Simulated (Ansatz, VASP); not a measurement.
**TiAl3: VASP beside Ansatz**

File INCAR:

```
PREC = Accurate
ENCUT = 520
EDIFF = 1E-6
ISMEAR = -1
SIGMA = 0.05
LREAL = False
LASPH = True
NELM = 60
ALGO = Normal
ISIF = 2
LWAVE = False
LCHARG = False
NBANDS = 18
```

File KPOINTS:

```
Automatic mesh
0
Gamma
  10 10 10
```

Contents of POSCAR:

```
TiAl3
1.0
   -1.8982801649      1.8982801649      4.2519386083
    1.8982801649     -1.8982801649      4.2519386083
    1.8982801649      1.8982801649     -4.2519386083
Ti Al
1 3
Direct
    0.0000000000      0.0000000000      0.0000000000
    0.2500000000      0.7500000000      0.5000000000
    0.7500000000      0.2500000000      0.5000000000
    0.5000000000      0.5000000000      0.0000000000
```

File input.yaml:

```yaml
crystal:
  lattice:
    - [-1.8982801649, 1.8982801649, 4.2519386083]
    - [1.8982801649, -1.8982801649, 4.2519386083]
    - [1.8982801649, 1.8982801649, -4.2519386083]
  atoms:
    - { symbol: Ti, position: [0.0, 0.0, 0.0] }
    - { symbol: Al, position: [0.25, 0.75, 0.5] }
    - { symbol: Al, position: [0.75, 0.25, 0.5] }
    - { symbol: Al, position: [0.5, 0.5, 0.0] }
kpoints:
  mp_grid: { grid: [10, 10, 10] }
scf:
  occupations: { method: fermi_dirac, width: 0.05 }
hamiltonian:
  xc: lda
  pseudopotentials: { kind: all_electron, lapw: { basis_error: 0.002 } }
output:
  forces: true
  stress: true
  eigenvalues: true
```

Change from the starting cell: volume scaled by 0.98.

Alike in both runs: task single point; functional LDA; k mesh 10 × 10 × 10; occupations fermi-dirac, width 0.05 eV; no spin polarisation.

|  | VASP | Ansatz |
| --- | --- | --- |
| version | VASP 6.6.1 | Ansatz 0.2.0 |
| potentials or method | VASP PAW LDA potentials, release 64 (Ti_sv, Al), cutoff 520 eV | all-electron LAPW, scalar-relativistic |

|  | VASP | Ansatz | Ansatz less VASP |
| --- | --- | --- | --- |
| gap on the k mesh at the Fermi level (eV) | none | none | - |
| pressure (GPa) | -1.2 | -1.4 | -0.13 |
| traceless stress, the component that is largest in VASP (GPa) | 0.19 | 0.22 | +0.032 |

LDA's correlation is that of Perdew and Zunger in VASP and of Perdew and Wang (1992) in Ansatz. A gap of «none» marks a metal or a gap that the smearing closes. Ansatz ran all-electron here, and VASP with PAW potentials.
